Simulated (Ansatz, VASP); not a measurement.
One calculation of Na, two programs

```xyz
2
Lattice="3.7161 0.0000 0.0000 -1.8580 3.2182 0.0000 0.0000 0.0000 6.0708" Properties=species:S:1:pos:R:3 pbc="T T T"
Na    0.0000    2.1455    1.5177
Na    1.8580    1.0727    4.5531
```

Change from the starting cell: volume scaled by 0.96, PAW files.

Alike in both runs: task electric field gradients; functional PBEsol; k mesh 13 × 13 × 7; occupations fermi-dirac, width 0.05 eV; no spin polarisation.

|  | VASP | Ansatz |
| --- | --- | --- |
| version | VASP 6.6.1 | Ansatz 0.2.0 |
| potentials or method | VASP PAW PBE potentials, release 64 (Na_pv) | PAW with Ansatz's default frozen-core files, scalar-relativistic |
| plane-wave cutoff (eV) | 520 | 420 |
| valence electrons in the cell | 14 | 18 |

|  | VASP | Ansatz | Ansatz less VASP |
| --- | --- | --- | --- |
| pressure (GPa) | 0.0 | 0.0 | 0.00 |
| traceless stress, the component that is largest in VASP (GPa) | 0.09 | 0.09 | -0.001 |
| size of Vzz on the site where it differs most (V/Å²) | 0.3 | 0.3 | 0.00 |

VASP's potentials were made for PBE, not for PBEsol. The functional is the same, so the differences come from potentials, cutoffs and numerics. VASP's potentials hold 14 valence electrons a cell and Ansatz's 18, so a difference there can come from the potentials and not from the codes.
